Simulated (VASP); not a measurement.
The system is LiH (rocksalt type).

```xyz
2
Lattice="0.0000 1.9629 1.9629 1.9629 0.0000 1.9629 1.9629 1.9629 0.0000" Properties=species:S:1:pos:R:3 pbc="T T T"
Li    0.0000    0.0000    0.0000
H     1.9629    1.9629    1.9629
```

This cell differs from its parent crystal: volume scaled by 0.9405.

Base run:

- Program: VASP 6.6.1
- Functional: PBE
- Potentials or basis: VASP PAW PBE potentials, release 64 (Li_sv, H)
- Cutoff: 520 eV
- k mesh: 14 × 14 × 14
- Occupations: fermi-dirac, width 0.08 eV
- Spin: no spin polarisation

Its results: band gap on the k mesh 2.93 eV, direct.

Problem. The run is repeated on the same cell with these changes: k mesh from 14 × 14 × 14 to 14 × 14 × 14, shifted; further incar settings from ALGO = Normal; EDIFF = 1e-08; NBANDS = 9 to ALGO = Normal; EDIFF = 1e-07; NBANDS = 9; ISYM = 0. What comes out?

Solution. Band gap on the k mesh 3.15 eV, direct.

A k mesh can miss the band edges.
